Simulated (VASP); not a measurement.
A run of VASP 6.6.1 is set up as follows.

File POSCAR:

```
MnO2
1.0
    4.5010545400      0.0000000000      0.0000000000
    0.0000000000      4.5010545400      0.0000000000
    0.0000000000      0.0000000000      2.9587757500
Mn O
2 4
Direct
    0.0000000000      0.0000000000      0.0000000000
    0.5000000000      0.5000000000      0.5000000000
    0.3040000000      0.3040000000      0.0000000000
    0.6960000000      0.6960000000      0.0000000000
    0.8040000000      0.1960000000      0.5000000000
    0.1960000000      0.8040000000      0.5000000000
```

Contents of INCAR.step1:

```
SYSTEM = MnO2
PREC = Accurate ; ENCUT = 660
ISMEAR = -1 ; SIGMA = 0.0338
LREAL = .FALSE. ; LASPH = .TRUE.
NELM = 200 ; ISPIN = 2
MAGMOM = 3 3 0 0 0 0 ; LMAXMIX = 4
NBANDS = 38 ; GGA = PE
ALGO = Normal ; EDIFF = 1E-5
LWAVE = .TRUE. ; LCHARG = .FALSE.
GGA_COMPAT = .FALSE.
```

The input INCAR.step2:

```
SYSTEM = MnO2
PREC = Accurate ; ENCUT = 660
EDIFF = 1E-6 ; ISMEAR = -1
SIGMA = 0.0338 ; LREAL = .FALSE.
LASPH = .TRUE. ; NELM = 200
ALGO = Normal ; ISIF = 2
LWAVE = .FALSE. ; LCHARG = .FALSE.
ISPIN = 2 ; MAGMOM = 3 3 0 0 0 0
LORBIT = 11 ; LMAXMIX = 4
METAGGA = R2SCAN ; LMIXTAU = .TRUE.
NBANDS = 38 ; ISTART = 1
GGA_COMPAT = .FALSE.
```

The input KPOINTS:

```
regular mesh
0
G
  5 5 8
  0 0 0
```

Potentials or basis: VASP PAW PBE potentials, release 64 (Mn_pv, O).

Run with:

```bash
$ cat potpaw_PBE.64/Mn_pv/POTCAR potpaw_PBE.64/O/POTCAR > POTCAR
$ cp INCAR.step1 INCAR
$ mpirun -np 1 vasp_std > vasp.out
$ cp INCAR.step2 INCAR
$ mpirun -np 1 vasp_std > vasp.out
```

Task: Estimate the band gap on the k mesh.

Result: Zero (filled and empty bands overlap).

Task: Estimate the site moments.

Result: Mn +2.90; O +0.01 μB.

Stress tensor (GPa, compression positive):
```
-15.61   0.00   0.00
  0.00 -15.61   0.00
  0.00   0.00 -21.34
```

Caveat: the PAW data sets were made with another functional, which shifts forces and pressure a little; semilocal functionals often make such compounds metallic where correlation or magnetic order opens a gap, which also shifts bond lengths. With open d or f shells a metallic result of r2SCAN can be an artefact of self-interaction; +U or a hybrid may open a gap.
